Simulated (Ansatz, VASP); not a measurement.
# Two plane-wave programs on Hf

File INCAR:

```
ALGO = Fast ; EDIFF = 1E-7
ENCUT = 520 ; GGA = PE
ISIF = 2 ; ISMEAR = 0
LASPH = T ; LCHARG = T
LELF = T ; LREAL = F
LVHAR = T ; LWAVE = F
NBANDS = 17 ; NELM = 80
PREC = Accurate ; SIGMA = 0.15
```

File KPOINTS:

```
k-points
0
Gamma
  18 18 10
```

POSCAR

```
Hf
1.0
    3.1966985242      0.0000000000      0.0000000000
   -1.5983492621      2.7684221302      0.0000000000
    0.0000000000      0.0000000000      5.0578000000
Hf
2
Direct
    0.1519262328      0.5853929340      0.2500000000
    0.6666666667      0.3333333333      0.7500000000
```

Input for Ansatz:

```yaml
crystal:
  lattice:
    - [3.1966985242, 0.0, 0.0]
    - [-1.5983492621, 2.7684221302, 0.0]
    - [0.0, 0.0, 5.0578]
  atoms:
    - { symbol: Hf, position: [0.1519262328, 0.585392934, 0.25] }
    - { symbol: Hf, position: [0.6666666667, 0.3333333333, 0.75] }
basis:
  ecutwfc: 420
kpoints:
  mp_grid: { grid: [18, 18, 10] }
hamiltonian:
  xc: pbe
scf:
  occupations: { method: gaussian, width: 0.15 }
output:
  forces: true
  stress: true
  eigenvalues: true
```

Alike in both runs: task single point; functional PBE; k mesh 18 × 18 × 10; occupations gaussian, width 0.15 eV; no spin polarisation.

|  | VASP | Ansatz |
| --- | --- | --- |
| version | VASP 6.6.1 | Ansatz 0.2.0 |
| potentials or method | VASP PAW PBE potentials, release 64 (Hf_pv), cutoff 520 eV | scalar-relativistic, plane waves, PAW |
| valence electrons in the cell | 20 | 52 |

VASP gave:

```
gap on the k mesh at the Fermi level (eV)                     : none
pressure (GPa)                                                : -0.3
traceless stress, the component that is largest in VASP (GPa) : 3.97
rms of the force components (eV/Å)                            : 0.533
```

Problem. Estimate Ansatz's values.

Solution. gap on the k mesh at the Fermi level (eV): none; pressure (GPa): 0.1; traceless stress, the component that is largest in VASP (GPa): 4.01; rms of the force components (eV/Å): 0.535.

Atom by atom the forces differ by 0.001 eV/Å (rms over components). A gap of «none» marks a metal or a gap that the smearing closes. The functional is the same, so the differences come from potentials, cutoffs and numerics. VASP's potentials hold 20 valence electrons a cell and Ansatz's 52, so a difference there can come from the potentials and not from the codes.

Neither program's run includes spin-orbit coupling.
